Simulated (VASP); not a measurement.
Crystal: Hf.

```xyz
1
Lattice="1.7750 1.7750 1.7750 -1.7750 1.7750 1.7750 -1.7750 -1.7750 1.7750" Properties=species:S:1:pos:R:3 pbc="T T T"
Hf    0.0000    0.0000    0.0000
```

```yaml
Program: VASP 6.6.1
Task: relaxation of cell and atoms
Functional: PBEsol
Dispersion: D4
Potentials_or_basis: VASP PAW PBE potentials, release 64 (Hf_pv)
Cutoff: 600 eV
k_mesh: 10 × 10 × 10
Occupations: fermi-dirac, width 0.1 eV
Spin: no spin polarisation
```

At the start: pressure -5.7 GPa; volume 22.37 Å³/atom.

Problem. Where does the relaxation end?

Solution. Over 3 steps the energy falls by 23.5 meV/atom and the volume is 21.11 Å³/atom (-5.6 %); space group Im-3m (No. 229, to 0.05 Å).

The path:
| step | energy change (eV) | largest force (eV/Å) | pressure (GPa) | volume (Å³) |
| --- | --- | --- | --- | --- |
| 1 | 0.0000 | 0.0000 | -5.70 | 22.37 |
| 2 | 0.0011 | 0.0000 | 6.81 | 19.89 |
| 3 | -0.0235 | 0.0000 | -0.06 | 21.11 |

Final structure:
```
Hf
1.0
     1.74101    1.74101    1.74101
    -1.74101    1.74101    1.74101
    -1.74101   -1.74101    1.74101
Hf
1
Cartesian
  0.0000 0.0000 0.0000
```

Caveat: the PAW data sets were made with another functional, which shifts forces and pressure a little; pairwise dispersion overbinds metals, which lowers pressure and volume.
